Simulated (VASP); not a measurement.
# Sr (Fm-3m) in VASP: single point with PBE

Aim: the single point of Sr with PBE.

Everything below comes from runs of VASP 6.6.1. Logs are shortened: lines on timing, memory, paths and dates and some standing lists are left out, and cuts for length are marked.

## 1. The cell of the first run

It takes space group Fm-3m (No. 225, cubic). The conventional cell has a = 6.034 Å, b = 6.034 Å, c = 6.034 Å, α = 90.00°, β = 90.00°, γ = 90.00°. Within 5.6 Å of Sr (site symmetry m-3m) lie 12 Sr at 4.27 Å.

## 2. Single point, PBE

INCAR reads:

```
ALGO = Normal
EDIFF = 1E-6
ENCUT = 500
GGA = PE
GGA_COMPAT = False
ISIF = 2
ISMEAR = -1
LASPH = True
LCHARG = True
LELF = True
LREAL = False
LVHAR = True
LWAVE = False
NBANDS = 11
NELM = 120
PREC = Accurate
SIGMA = 0.1
```

KPOINTS reads:

```
k-points
0
Gamma
  4 4 4
```

POSCAR reads:

```
Sr
1.0
   -3.0167746722      0.0000000000      3.0167746722
    0.0000000000      3.0167746722      3.0167746722
   -3.0167746722      3.0167746722      0.0000000000
Sr
1
Direct
    0.0000000000      0.0000000000      0.0000000000
```

Potentials or basis: VASP PAW PBE potentials, release 64 (Sr_sv).

Started as:

```sh
> cat potpaw_PBE.64/Sr_sv/POTCAR > POTCAR
> mpirun -np 1 vasp_std > vasp.out
```

OUTCAR:

```text
EDIFF = 1E-6
   ENCUT = 500
   GGA = PE
   ISIF = 2
   ISMEAR = -1
   LASPH = True
   LREAL = False
   NELM = 120
   PREC = Accurate

 ion  position               nearest neighbor table
   1  0.000  0.000  0.000-

  LATTYP: Found a face centered cubic cell.
 ALAT       =     6.0335493444

  Lattice vectors:

 A1 = (  -3.0167746722,   0.0000000000,   3.0167746722)
 A2 = (   0.0000000000,   3.0167746722,   3.0167746722)
 A3 = (  -3.0167746722,   3.0167746722,   0.0000000000)

Analysis of symmetry for initial positions (statically):
=====================================================================
 Subroutine PRICEL returns:
 Original cell was already a primitive cell.

 Routine SETGRP: Setting up the symmetry group for a
 face centered cubic supercell.

 Subroutine GETGRP returns: Found 48 space group operations
 (whereof 48 operations were pure point group operations)
 out of a pool of 48 trial point group operations.

The static configuration has the point symmetry O_h .

Analysis of symmetry for dynamics (positions and initial velocities):
=====================================================================
 Subroutine PRICEL returns:
 Original cell was already a primitive cell.

 Routine SETGRP: Setting up the symmetry group for a
 face centered cubic supercell.

 Subroutine GETGRP returns: Found 48 space group operations
 (whereof 48 operations were pure point group operations)
 out of a pool of 48 trial point group operations.

The dynamic configuration has the point symmetry O_h .

 Subroutine INISYM returns: Found 48 space group operations
 (whereof 48 operations are pure point group operations),
 and found     1 'primitive' translations

----------------------------------------------------------------------------------------

                                     Primitive cell

  volume of cell :      54.9109

  direct lattice vectors                    reciprocal lattice vectors
    -3.016774672  0.000000000  3.016774672    -0.165739922 -0.165739922  0.165739922
     0.000000000  3.016774672  3.016774672     0.165739922  0.165739922  0.165739922
    -3.016774672  3.016774672  0.000000000    -0.165739922  0.165739922 -0.165739922

  length of vectors
     4.266363656  4.266363656  4.266363656     0.287069966  0.287069966  0.287069966

  position of ions in fractional coordinates (direct lattice)
     0.000000000  0.000000000  0.000000000

  ion indices of the primitive-cell ions
   primitive index   ion index
                 1           1

----------------------------------------------------------------------------------------

 KPOINTS: k-points

Automatic generation of k-mesh.
 Grid dimensions read from file:
 generate k-points for:    4    4    4

 Generating k-lattice:

  Cartesian coordinates                     Fractional coordinates (reciprocal lattice)
    -0.041434981 -0.041434981  0.041434981     0.250000000  0.000000000  0.000000000
     0.041434981  0.041434981  0.041434981     0.000000000  0.250000000  0.000000000
    -0.041434981  0.041434981 -0.041434981     0.000000000  0.000000000  0.250000000

  Length of vectors
     0.071767492  0.071767492  0.071767492

  Shift w.r.t. Gamma in fractional coordinates (k-lattice)
     0.000000000  0.000000000  0.000000000

 Subroutine IBZKPT returns following result:
 ===========================================

 Found      8 irreducible k-points:

 Following reciprocal coordinates:
            Coordinates               Weight
  0.000000  0.000000  0.000000      1.000000
  0.250000  0.000000  0.000000      8.000000
  0.500000  0.000000  0.000000      4.000000
  0.250000  0.250000  0.000000      6.000000
  0.500000  0.250000  0.000000     24.000000
 -0.250000  0.250000  0.000000     12.000000
  0.500000  0.500000  0.000000      3.000000
 -0.250000  0.500000  0.250000      6.000000
   k-points           NKPTS =      8   k-points in BZ     NKDIM =      8   number of bands    NBANDS=     11
   number of dos      NEDOS =    301   number of ions     NIONS =      1
   total plane-waves  NPLWV =  32768
   dimension x,y,z NGX =    32 NGY =   32 NGZ =   32
   dimension x,y,z NGXF=    64 NGYF=   64 NGZF=   64
   ions per type =               1
   NGX,Y,Z   is equivalent  to a cutoff of  12.47, 12.47, 12.47 a.u.
   NGXF,Y,Z  is equivalent  to a cutoff of  24.94, 24.94, 24.94 a.u.
 SYSTEM =  unknown system
   PREC   = accura    normal or accurate (medium, high low for compatibility)
   ISTART =      0    job   : 0-new  1-cont  2-samecut
   ICHARG =      2    charge: 1-file 2-atom 10-const
   ISPIN  =      1    spin polarized calculation?
   LNONCOLLINEAR =      F non collinear calculations
   LSORBIT =      F    spin-orbit coupling
   LASPH  =      T    aspherical Exc in radial PAW
   ENCUT  =  500.0 eV  36.75 Ry    6.06 a.u.   7.78  7.78  7.78*2*pi/ulx,y,z
   NELM   =    120;   NELMIN=  2; NELMDL= -5     # of ELM steps
   EDIFF  = 0.1E-05   stopping-criterion for ELM
   LREAL  =      F    real-space projection
   EDIFFG = 0.1E-04   stopping-criterion for IOM
   NSW    =      0    number of steps for IOM
   IBRION =     -1    ionic relax: 0-MD 1-quasi-New 2-CG
   NFREE  =      0    steps in history (QN), initial steepest desc. (CG)
   ISIF   =      2    stress and relaxation
   ISYM   =      2    0-nonsym 1-usesym 2-fastsym
   POTIM  = 0.5000    time-step for ionic-motion
   TEBEG  =    0.0;   TEEND  =   0.0 temperature during run
   PSTRESS=    0.0 pullay stress
   NELECT =      10.0000    total number of electrons
   NUPDOWN=      -1.0000    fix difference up-down
   EMIN   =  10.00;   EMAX   =-10.00  energy-range for DOS
   EFERMI =   0.00;   METHOD = LEGACY
   ISMEAR =    -1;   SIGMA  =   0.10  broadening in eV -4-tet -1-fermi 0-gaus
   EFERMI_NEDOS =   21; number of points for ismear=-14 and -15
   IALGO  =     38    algorithm
   IMIX   =      4    mixing-type and parameters
     AMIX     =   0.40;   BMIX     =  1.00
     AMIX_MAG =   1.60;   BMIX_MAG =  1.00
  volume/ion in A,a.u.               =      54.91       370.56
  Fermi-wavevector in a.u.,A,eV,Ry     =   0.927944  1.753561 11.715716  0.861081
  Thomas-Fermi vector in A             =   2.054068
   LORBIT       =      0    0 simple, 1 ext, 2 COOP (PROOUT), +10 PAW based schemes
   GGA     = PE    functional components
   LHFCALC =     F    Hartree Fock is set to
   AEXX    =    0.0000 exact exchange contribution
   IVDW    =     0    specifies the selected vdW correction
   LEPSILON=     F    determine dielectric tensor
   LRPA    =     F    only Hartree local field effects (RPA)
 non-spin polarized calculation
  energy-cutoff  :      500.00
  volume of cell :       54.91
 maximum number of plane-waves:      1411
   NGX = 15   NGY = 15   NGZ = 15

 number of electron      10.0000000 magnetization

 Free energy of the ion-electron system (eV)
  ---------------------------------------------------
  ext. energy  EPLUGINS =         0.00000000
  ---------------------------------------------------
  free energy    TOTEN  =        -1.69953046 eV

  energy without entropy =       -1.65792490  energy(sigma->0) =       -1.67872768

 E-fermi :   1.6258     XC(G=0):  -7.3580

 val. band max:        0.9432798065   @ k =   0.5000   0.5000   0.0000
 cond. band min:       1.6507087887   @ k =  -0.2500   0.5000   0.2500
 fundamental gap:      0.7074289822
 Fermi energy:         1.6258370911

 k-point     1 :       0.0000    0.0000    0.0000
  band No.  band energies     occupation
      1     -35.0433      2.00000
      2     -16.9294      2.00000
      3     -16.9294      2.00000
      4     -16.9294      2.00000
      5      -2.0618      2.00000
      6       3.9265      0.00000
      7       3.9265      0.00000
      8       3.9265      0.00000
      9       5.3949      0.00000
     10       5.3949      0.00000
     11       8.6952      0.00000

 k-point     2 :       0.2500    0.0000    0.0000
  band No.  band energies     occupation
      1     -35.0363      2.00000
      2     -17.0289      2.00000
      3     -16.9429      2.00000
      4     -16.9429      2.00000
      5      -1.1192      2.00000
      6       2.8456      0.00001
      7       4.0782      0.00000
      8       4.0782      0.00000
      9       5.3435      0.00000
     10       5.3435      0.00000
     11       8.3814      0.00000

 k-point     3 :       0.5000    0.0000    0.0000
  band No.  band energies     occupation
      1     -35.0293      2.00000
      2     -17.1255      2.00000
      3     -16.9564      2.00000
      4     -16.9564      2.00000
      5       0.4651      1.99998
      6       1.6529      0.86565
      7       3.7691      0.00000
      8       3.7691      0.00000
      9       6.4356      0.00000
     10       6.4356      0.00000
     11       7.2011      0.00000

 k-point     4 :       0.2500    0.2500    0.0000
  band No.  band energies     occupation
      1     -35.0340      2.00000
      2     -17.0249      2.00000
      3     -16.9653      2.00000
      4     -16.9653      2.00000
      5      -0.8167      2.00000
      6       2.6995      0.00004
      7       3.7019      0.00000
      8       4.6059      0.00000
      9       4.6059      0.00000
     10       5.8654      0.00000
     11      10.1741      0.00000

 k-point     5 :       0.5000    0.2500    0.0000
  band No.  band energies     occupation
      1     -35.0270      2.00000
      2     -17.0919      2.00000
      3     -17.0075      2.00000
      4     -16.9787      2.00000
      5       0.8185      1.99938
      6       1.8986      0.12276
      7       2.8393      0.00001
      8       4.5714      0.00000
      9       5.8650      0.00000
     10       6.5268      0.00000
     11       6.9718      0.00000

 k-point     6 :      -0.2500    0.2500    0.0000
  band No.  band energies     occupation
      1     -35.0294      2.00000
      2     -17.0701      2.00000
      3     -17.0118      2.00000
      4     -16.9565      2.00000
      5       0.2281      2.00000
      6       2.4309      0.00064
      7       2.8141      0.00001
      8       4.4002      0.00000
      9       5.1858      0.00000
     10       6.6693      0.00000
     11       7.6471      0.00000

 k-point     7 :       0.5000    0.5000    0.0000
  band No.  band energies     occupation
      1     -35.0247      2.00000
      2     -17.1140      2.00000
      3     -17.0009      2.00000
      4     -17.0009      2.00000
      5       0.9433      1.99783
      6       1.9269      0.09391
      7       2.6431      0.00008
      8       6.4433      0.00000
      9       6.7380      0.00000
     10       6.7386      0.00000
     11       6.9060      0.00000

 k-point     8 :      -0.2500    0.5000    0.2500
  band No.  band energies     occupation
      1     -35.0247      2.00000
      2     -17.0578      2.00000
      3     -17.0578      2.00000
      4     -17.0028      2.00000
      5       1.6507      0.87628
      6       2.2173      0.00539
      7       2.2173      0.00539
      8       3.8396      0.00000
      9       6.7433      0.00000
     10       6.9522      0.00000
     11       7.1063      0.00000

------------------------ aborting loop because EDIFF is reached ----------------------------------------

  FORCE on cell =-STRESS in cart. coord.  units (eV):
  Direction    XX          YY          ZZ          XY          YZ          ZX
  --------------------------------------------------------------------------------------
  -------------------------------------------------------------------------------------
  Total        0.0496052      0.0496052      0.0496052     -0.0000000     -0.0000000      0.0000000
  in kB        1.4473701      1.4473701      1.4473701     -0.0000000     -0.0000000      0.0000000
  external PRESSURE =       1.4473701 kB  Pullay stress =       0.0000000 kB

 VOLUME and BASIS-vectors are now :
 -----------------------------------------------------------------------------
  energy-cutoff  :      500.00
  volume of cell :       54.91
      direct lattice vectors                 reciprocal lattice vectors
    -3.016774672  0.000000000  3.016774672    -0.165739922 -0.165739922  0.165739922
     0.000000000  3.016774672  3.016774672     0.165739922  0.165739922  0.165739922
    -3.016774672  3.016774672  0.000000000    -0.165739922  0.165739922 -0.165739922

 POSITION                                       TOTAL-FORCE (eV/Angst)
 -----------------------------------------------------------------------------------
      0.00000      0.00000      0.00000        -0.000000     -0.000000      0.000000
 -----------------------------------------------------------------------------------
    total drift:                               -0.000000      0.000000      0.000000

  FREE ENERGIE OF THE ION-ELECTRON SYSTEM (eV)
  ---------------------------------------------------
  free  energy   TOTEN  =        -1.6995304575 eV

  energy  without entropy=       -1.6579248950  energy(sigma->0) =       -1.67872768
```

It took 9.1 s on 1 thread of AMD EPYC 7R43 (Zen 3), shared host; peak memory 0.13 GiB.

What came out:

- Free energy: -1.6995 eV
- Pressure: 0.1 GPa

Levels at points of the mesh, in eV from the Fermi level:
```csv
k point,band 3,band 4,band 5,band 6,band 7,band 8
"(0.00, 0.00, 0.00)",-18.56,-18.56,-3.69,2.30,2.30,2.30
"(0.50, 0.00, 0.00)",-18.58,-18.58,-1.16,0.03,2.14,2.14
"(0.50, 0.50, 0.00)",-18.63,-18.63,-0.68,0.30,1.02,4.82
```

Caveat: the k points lie up to 0.45 Å⁻¹ apart.
